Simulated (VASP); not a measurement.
# Mo (Im-3m) in VASP: a series of runs

The runs below take Mo through single point, with PBE.

Program: VASP 6.6.1. These are calculated values, not measurements. Logs are shortened: lines on timing, memory, paths and dates and some standing lists are left out, and cuts for length are marked.

**1. The cell of the first run**

The structure is cubic, space group Im-3m (No. 229). The conventional cell has a = 3.147 Å, b = 3.147 Å, c = 3.147 Å, α = 90.00°, β = 90.00°, γ = 90.00°. Mo (site symmetry m-3m) has 14 Mo at 2.73 to 3.15 Å within 3.6 Å.

**2. Single point, PBE**

The input, INCAR:

```
  PREC = Accurate
  ENCUT = 520
  EDIFF = 1E-6
  ISMEAR = 1
  SIGMA = 0.05
  LREAL = F
  LASPH = T
  NELM = 60
  ALGO = Normal
  ISIF = 2
  LWAVE = F
  LCHARG = F
  GGA = PE
  NBANDS = 13
```

The input, KPOINTS:

```
Automatic mesh
0
Gamma
  12 12 12
```

The input, POSCAR:

```
Mo
1.0
   -1.5734150000      1.5734150000      1.5734150000
    1.5734150000     -1.5734150000      1.5734150000
    1.5734150000      1.5734150000     -1.5734150000
Mo
1
Direct
    0.0000000000      0.0000000000      0.0000000000
```

Potentials or basis: VASP PAW PBE potentials, release 64 (Mo_sv).

Started as:

```bash
cat potpaw_PBE.64/Mo_sv/POTCAR > POTCAR
mpirun -np 1 vasp_std > vasp.out
```

OUTCAR:

```text
PREC = Accurate
   ENCUT = 520
   EDIFF = 1E-6
   ISMEAR = 1
   LREAL = F
   LASPH = T
   NELM = 60
   ISIF = 2
   GGA = PE

 ion  position               nearest neighbor table
   1  0.000  0.000  0.000-

  LATTYP: Found a body centered cubic cell.
 ALAT       =     3.1468300000

  Lattice vectors:

 A1 = (  -1.5734150000,   1.5734150000,   1.5734150000)
 A2 = (   1.5734150000,  -1.5734150000,   1.5734150000)
 A3 = (   1.5734150000,   1.5734150000,  -1.5734150000)

Analysis of symmetry for initial positions (statically):
=====================================================================
 Subroutine PRICEL returns:
 Original cell was already a primitive cell.

 Routine SETGRP: Setting up the symmetry group for a
 body centered cubic supercell.

 Subroutine GETGRP returns: Found 48 space group operations
 (whereof 48 operations were pure point group operations)
 out of a pool of 48 trial point group operations.

The static configuration has the point symmetry O_h .

Analysis of symmetry for dynamics (positions and initial velocities):
=====================================================================
 Subroutine PRICEL returns:
 Original cell was already a primitive cell.

 Routine SETGRP: Setting up the symmetry group for a
 body centered cubic supercell.

 Subroutine GETGRP returns: Found 48 space group operations
 (whereof 48 operations were pure point group operations)
 out of a pool of 48 trial point group operations.

The dynamic configuration has the point symmetry O_h .

 Subroutine INISYM returns: Found 48 space group operations
 (whereof 48 operations are pure point group operations),
 and found     1 'primitive' translations

----------------------------------------------------------------------------------------

                                     Primitive cell

  volume of cell :      15.5808

  direct lattice vectors                    reciprocal lattice vectors
    -1.573415000  1.573415000  1.573415000     0.000000000  0.317780115  0.317780115
     1.573415000 -1.573415000  1.573415000     0.317780115  0.000000000  0.317780115
     1.573415000  1.573415000 -1.573415000     0.317780115  0.317780115  0.000000000

  length of vectors
     2.725234721  2.725234721  2.725234721     0.449408949  0.449408949  0.449408949

  position of ions in fractional coordinates (direct lattice)
     0.000000000  0.000000000  0.000000000

  ion indices of the primitive-cell ions
   primitive index   ion index
                 1           1

----------------------------------------------------------------------------------------

 KPOINTS: Automatic mesh

Automatic generation of k-mesh.
 Grid dimensions read from file:
 generate k-points for:   12   12   12

 Generating k-lattice:

  Cartesian coordinates                     Fractional coordinates (reciprocal lattice)
     0.000000000  0.026481676  0.026481676     0.083333333  0.000000000  0.000000000
     0.026481676  0.000000000  0.026481676     0.000000000  0.083333333  0.000000000
     0.026481676  0.026481676  0.000000000     0.000000000  0.000000000  0.083333333

  Length of vectors
     0.037450746  0.037450746  0.037450746

  Shift w.r.t. Gamma in fractional coordinates (k-lattice)
     0.000000000  0.000000000  0.000000000

 Subroutine IBZKPT returns following result:
 ===========================================

 Found     72 irreducible k-points:

 Following reciprocal coordinates:
            Coordinates               Weight
  0.000000  0.000000  0.000000      1.000000
  0.083333  0.000000  0.000000     12.000000
  0.166667  0.000000  0.000000     12.000000
  0.250000  0.000000  0.000000     12.000000
  0.333333  0.000000  0.000000     12.000000
  0.416667  0.000000  0.000000     12.000000
[... 16 lines left out ...]
  0.333333  0.083333  0.083333     24.000000
  0.416667  0.083333  0.083333     12.000000
 [... further k-points ...]
   k-points           NKPTS =     72   k-points in BZ     NKDIM =     72   number of bands    NBANDS=     13
   number of dos      NEDOS =    301   number of ions     NIONS =      1
   total plane-waves  NPLWV =   8000
   dimension x,y,z NGX =    20 NGY =   20 NGZ =   20
   dimension x,y,z NGXF=    40 NGYF=   40 NGZF=   40
   ions per type =               1
   NGX,Y,Z   is equivalent  to a cutoff of  12.20, 12.20, 12.20 a.u.
   NGXF,Y,Z  is equivalent  to a cutoff of  24.40, 24.40, 24.40 a.u.
 SYSTEM =  unknown system
   PREC   = accura    normal or accurate (medium, high low for compatibility)
   ISTART =      0    job   : 0-new  1-cont  2-samecut
   ICHARG =      2    charge: 1-file 2-atom 10-const
   ISPIN  =      1    spin polarized calculation?
   LNONCOLLINEAR =      F non collinear calculations
   LSORBIT =      F    spin-orbit coupling
   LASPH  =      T    aspherical Exc in radial PAW
   ENCUT  =  520.0 eV  38.22 Ry    6.18 a.u.   5.07  5.07  5.07*2*pi/ulx,y,z
   NELM   =     60;   NELMIN=  2; NELMDL= -5     # of ELM steps
   EDIFF  = 0.1E-05   stopping-criterion for ELM
   LREAL  =      F    real-space projection
   EDIFFG = 0.1E-04   stopping-criterion for IOM
   NSW    =      0    number of steps for IOM
   IBRION =     -1    ionic relax: 0-MD 1-quasi-New 2-CG
   NFREE  =      0    steps in history (QN), initial steepest desc. (CG)
   ISIF   =      2    stress and relaxation
   ISYM   =      2    0-nonsym 1-usesym 2-fastsym
   POTIM  = 0.5000    time-step for ionic-motion
   TEBEG  =    0.0;   TEEND  =   0.0 temperature during run
   PSTRESS=    0.0 pullay stress
   NELECT =      14.0000    total number of electrons
   NUPDOWN=      -1.0000    fix difference up-down
   EMIN   =  10.00;   EMAX   =-10.00  energy-range for DOS
   EFERMI =   0.00;   METHOD = LEGACY
   ISMEAR =     1;   SIGMA  =   0.05  broadening in eV -4-tet -1-fermi 0-gaus
   EFERMI_NEDOS =   21; number of points for ismear=-14 and -15
   IALGO  =     38    algorithm
   IMIX   =      4    mixing-type and parameters
     AMIX     =   0.40;   BMIX     =  1.00
     AMIX_MAG =   1.60;   BMIX_MAG =  1.00
  volume/ion in A,a.u.               =      15.58       105.14
  Fermi-wavevector in a.u.,A,eV,Ry     =   1.579747  2.985289 33.954710  2.495601
  Thomas-Fermi vector in A             =   2.680079
   LORBIT       =      0    0 simple, 1 ext, 2 COOP (PROOUT), +10 PAW based schemes
   GGA     = PE    functional components
   LHFCALC =     F    Hartree Fock is set to
   AEXX    =    0.0000 exact exchange contribution
   IVDW    =     0    specifies the selected vdW correction
   LEPSILON=     F    determine dielectric tensor
   LRPA    =     F    only Hartree local field effects (RPA)
 non-spin polarized calculation
 Methfessel and Paxton  Order N= 1 SIGMA  =   0.05
  energy-cutoff  :      520.00
  volume of cell :       15.58
 maximum number of plane-waves:       430
   NGX = 11   NGY = 11   NGZ = 11

 number of electron      14.0000001 magnetization

 Free energy of the ion-electron system (eV)
  ---------------------------------------------------
  ext. energy  EPLUGINS =         0.00000000
  ---------------------------------------------------
  free energy    TOTEN  =       -10.94735765 eV

  energy without entropy =      -10.94739660  energy(sigma->0) =      -10.94737063

 E-fermi :  12.6044     XC(G=0): -13.4088

 val. band max:       12.5387338744   @ k =  -0.1667   0.2500   0.0833
 cond. band min:      12.6074473700   @ k =   0.5000   0.5000   0.0833
 fundamental gap:      0.0687134956
 Fermi energy:        12.6043596336

 k-point     1 :       0.0000    0.0000    0.0000
  band No.  band energies     occupation
      1     -48.6349      2.00000
      2     -21.8935      2.00000
      3     -21.8935      2.00000
      4     -21.8935      2.00000
      5       5.3995      2.00000
      6      11.2764      2.00000
      7      11.2764      2.00000
      8      11.2764      2.00000
      9      14.3139      0.00000
     10      14.3139      0.00000
     11      27.4834      0.00000
     12      27.4834      0.00000
     13      27.4834      0.00000

 k-point     2 :       0.0833    0.0000    0.0000
  band No.  band energies     occupation
      1     -48.6173      2.00000
      2     -21.9948      2.00000
      3     -21.9247      2.00000
      4     -21.8942      2.00000
      5       5.7048      2.00000
      6      11.1050      2.00000
      7      11.2440      2.00000
      8      11.5652      2.00000
      9      14.0742      0.00000
     10      14.3193      0.00000
     11      27.7042      0.00000
     12      28.0005      0.00000
     13      28.0692      0.00000

 k-point     3 :       0.1667    0.0000    0.0000
  band No.  band energies     occupation
      1     -48.5689      2.00000
      2     -22.2662      2.00000
      3     -22.0093      2.00000
      4     -21.8963      2.00000
      5       6.5094      2.00000
      6      10.6698      2.00000
      7      11.0944      2.00000
      8      12.4041      2.00000
      9      13.7389      0.00000
     10      14.3590      0.00000
     11      28.0161      0.00000
     12      29.1212      0.00000
     13      29.4599      0.00000
[... 305 lines left out ...]
 k-point    23 :       0.3333    0.0833    0.0833
  band No.  band energies     occupation
      1     -48.3775      2.00000
      2     -23.1540      2.00000
      3     -22.3669      2.00000
      4     -21.9972      2.00000
      5       8.0017      2.00000
      6       9.3123      2.00000
      7      12.2864      2.00000
      8      14.4367      0.00000
      9      14.9244      0.00000
     10      18.3257      0.00000
     11      24.7330      0.00000
     12      25.5744      0.00000
     13      29.2576      0.00000

 k-point    24 :       0.4167    0.0833    0.0833
  band No.  band energies     occupation
      1     -48.3612      2.00000
      2     -23.2155      2.00000
      3     -22.4117      2.00000
      4     -22.0002      2.00000
      5       7.8829      2.00000
      6       9.2245      2.00000
      7      12.9784     -0.00000
      8      14.5087      0.00000
      9      15.0071      0.00000
     10      19.0416      0.00000
     11      23.7577      0.00000
     12      25.1684      0.00000
     13      28.7284      0.00000

 [... further k-points ...]

------------------------ aborting loop because EDIFF is reached ----------------------------------------

  FORCE on cell =-STRESS in cart. coord.  units (eV):
  Direction    XX          YY          ZZ          XY          YZ          ZX
  --------------------------------------------------------------------------------------
  -------------------------------------------------------------------------------------
  Total        0.3755294      0.3755294      0.3755294     -0.0000000     -0.0000000     -0.0000000
  in kB       38.6157674     38.6157674     38.6157674     -0.0000000     -0.0000000     -0.0000000
  external PRESSURE =      38.6157674 kB  Pullay stress =       0.0000000 kB

 VOLUME and BASIS-vectors are now :
 -----------------------------------------------------------------------------
  energy-cutoff  :      520.00
  volume of cell :       15.58
      direct lattice vectors                 reciprocal lattice vectors
    -1.573415000  1.573415000  1.573415000     0.000000000  0.317780115  0.317780115
     1.573415000 -1.573415000  1.573415000     0.317780115  0.000000000  0.317780115
     1.573415000  1.573415000 -1.573415000     0.317780115  0.317780115  0.000000000

 POSITION                                       TOTAL-FORCE (eV/Angst)
 -----------------------------------------------------------------------------------
      0.00000      0.00000      0.00000        -0.000000      0.000000     -0.000000
 -----------------------------------------------------------------------------------
    total drift:                                0.000000     -0.000000      0.000000

  FREE ENERGIE OF THE ION-ELECTRON SYSTEM (eV)
  ---------------------------------------------------
  free  energy   TOTEN  =       -10.9473576488 eV

  energy  without entropy=      -10.9473966036  energy(sigma->0) =      -10.94737063
```

Run time: 25 s. Hardware: 1 thread of AMD EPYC 7R13, shared host; peak memory 0.1 GiB.

What came out:

| Item | Value |
| --- | --- |
| Free energy | -10.9474 eV |
| Pressure | 3.9 GPa |
| Band gap on the k mesh | zero (band 7 reaches 16.65 eV, above the bottom of band 8 at 11.28 eV) |

Levels at points of the mesh, in eV from the Fermi level:
```
           k point  band 5  band 6  band 7  band 8  band 9  band 10
(0.00, 0.00, 0.00)   -7.20   -1.33   -1.33   -1.33    1.71     1.71
(0.50, 0.00, 0.00)   -5.30   -3.38    1.68    1.74    2.37     4.81
(0.50, 0.50, 0.50)   -5.42   -5.42    4.04    4.04    4.04     9.13
```

**3. Single point, PBE**

The input, INCAR:

```
SYSTEM = Mo
PREC     = Accurate       ! precision mode
ENCUT    = 520            ! plane-wave cutoff, eV
EDIFF    = 1E-6           ! SCF threshold, eV
ISMEAR   = 1              ! smearing method
SIGMA    = 0.025          ! smearing width, eV
LREAL    = .FALSE.        ! projectors in reciprocal space
LASPH    = .TRUE.         ! aspherical terms in the spheres
NELM     = 80             ! most SCF steps
ALGO     = Normal         ! electronic algorithm
ISIF     = 2              ! what is computed and relaxed
LWAVE    = .FALSE.        ! write WAVECAR
LCHARG   = .FALSE.        ! write CHGCAR
GGA      = PE             ! functional
NBANDS   = 13             ! bands
```

The input, KPOINTS:

```
Automatic mesh
0
G
  12 12 12
  0 0 0
```

POSCAR is that of step 2.

Potentials or basis: VASP PAW PBE potentials, release 64 (Mo_sv).

Started as:

```bash
cat potpaw_PBE.64/Mo_sv/POTCAR > POTCAR
mpirun -np 1 vasp_std > vasp.out
```

Run time: 24 s. Hardware: 1 thread of AMD EPYC 7R13, shared host; peak memory 0.1 GiB.

It converged, with:

| Property | Result |
| --- | --- |
| Free energy | -10.9474 eV |
| Pressure | 3.9 GPa |
| Band gap on the k mesh | zero (band 7 reaches 16.64 eV, above the bottom of band 8 at 11.28 eV) |

Levels at points of the mesh, in eV from the Fermi level:
| k point | band 5 | band 6 | band 7 | band 8 | band 9 | band 10 |
| --- | --- | --- | --- | --- | --- | --- |
| (0.00, 0.00, 0.00) | -7.21 | -1.33 | -1.33 | -1.33 | 1.70 | 1.70 |
| (0.50, 0.00, 0.00) | -5.31 | -3.38 | 1.68 | 1.73 | 2.37 | 4.80 |
| (0.50, 0.50, 0.50) | -5.43 | -5.43 | 4.04 | 4.04 | 4.04 | 9.13 |
